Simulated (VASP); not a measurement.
Input of a VASP 6.6.1 run:

Contents of POSCAR:

```
SiO2
1.0
    7.3270597226      0.0000000000      0.0000000000
    0.0000000000      7.3270597226      0.0000000000
    0.0000000000      0.0000000000      7.3270597226
Si O
8 16
Direct
    0.2657097080      0.2657097080      0.2657097080
    0.2342902920      0.7342902920      0.7657097080
    0.7657097080      0.2342902920      0.7342902920
    0.7342902920      0.7657097080      0.2342902920
    1.0124030588      1.0124030588      1.0124030588
    0.4875969412     -0.0124030588      0.5124030588
    0.5124030588      0.4875969412     -0.0124030588
   -0.0124030588      0.5124030588      0.4875969412
    0.1390518442      0.1390518442      0.1390518442
    0.3609481558      0.8609481558      0.6390518442
    0.6390518442      0.3609481558      0.8609481558
    0.8609481558      0.6390518442      0.3609481558
    0.6368904245      0.6439326818      0.0792885037
    0.8631095755      0.3560673182      0.5792885037
    0.1368904245      0.8560673182      0.9207114963
    0.3631095755      0.1439326818      0.4207114963
    0.0792885037      0.6368904245      0.6439326818
    0.5792885037      0.8631095755      0.3560673182
    0.9207114963      0.1368904245      0.8560673182
    0.4207114963      0.3631095755      0.1439326818
    0.6439326818      0.0792885037      0.6368904245
    0.3560673182      0.5792885037      0.8631095755
    0.8560673182      0.9207114963      0.1368904245
    0.1439326818      0.4207114963      0.3631095755
```

INCAR.step1

```
ALGO     = Normal         # electronic algorithm
EDIFF    = 1E-4           # SCF threshold, eV
ENCUT    = 520            # plane-wave cutoff, eV
GGA      = PE             # functional
ISMEAR   = 0              # smearing method
LASPH    = True           # aspherical terms in the spheres
LCHARG   = False          # write CHGCAR
LREAL    = Auto         
LWAVE    = True           # write WAVECAR
NBANDS   = 82             # bands
NELM     = 60             # most SCF steps
PREC     = Accurate       # precision mode
SIGMA    = 0.02           # smearing width, eV
```

Contents of INCAR.step2:

```
ALGO     = Normal         # electronic algorithm
EDIFF    = 1E-6           # SCF threshold, eV
ENCUT    = 520            # plane-wave cutoff, eV
ISIF     = 2              # what is computed and relaxed
ISMEAR   = 0              # smearing method
ISTART   = 1            
LASPH    = True           # aspherical terms in the spheres
LCHARG   = False          # write CHGCAR
LMIXTAU  = True         
LREAL    = Auto         
LWAVE    = False          # write WAVECAR
METAGGA  = R2SCAN         # meta-GGA
NBANDS   = 82             # bands
NELM     = 60             # most SCF steps
PREC     = Accurate       # precision mode
SIGMA    = 0.02           # smearing width, eV
```

File KPOINTS:

```
k-points
0
Gamma
  4 4 4
```

Potentials or basis: VASP PAW PBE potentials, release 64 (Si, O).

Launch:

```bash
$ cat potpaw_PBE.64/Si/POTCAR potpaw_PBE.64/O/POTCAR > POTCAR
$ cp INCAR.step1 INCAR
$ mpirun -np 1 vasp_std > vasp.out
$ cp INCAR.step2 INCAR
$ mpirun -np 1 vasp_std > vasp.out
```

Predict the pressure.

-1.4 GPa.

Predict the largest force.

0.016 eV/Å.

Estimate the band gap on the k mesh.

6.14 eV.

Forces on the atoms (eV/Å):
```
Si   0.007  0.007  0.007
Si  -0.007 -0.007  0.007
Si   0.007 -0.007 -0.007
Si  -0.007  0.007 -0.007
Si   0.009  0.009  0.009
Si  -0.009 -0.009  0.009
Si   0.009 -0.009 -0.009
Si  -0.009  0.009 -0.009
O    0.006  0.006  0.006
O   -0.006 -0.006  0.006
O    0.006 -0.006 -0.006
O   -0.006  0.006 -0.006
O   -0.005 -0.008  0.008
O    0.005  0.008  0.008
O   -0.005  0.008 -0.008
O    0.005 -0.008 -0.008
O    0.008 -0.005 -0.008
O    0.008  0.005  0.008
O   -0.008 -0.005  0.008
O   -0.008  0.005 -0.008
O   -0.008  0.008 -0.005
O    0.008  0.008  0.005
O    0.008 -0.008 -0.005
O   -0.008 -0.008  0.005
```

Caveat: the PAW data sets were made with another functional, which shifts forces and pressure a little. A k mesh can miss the band edges.
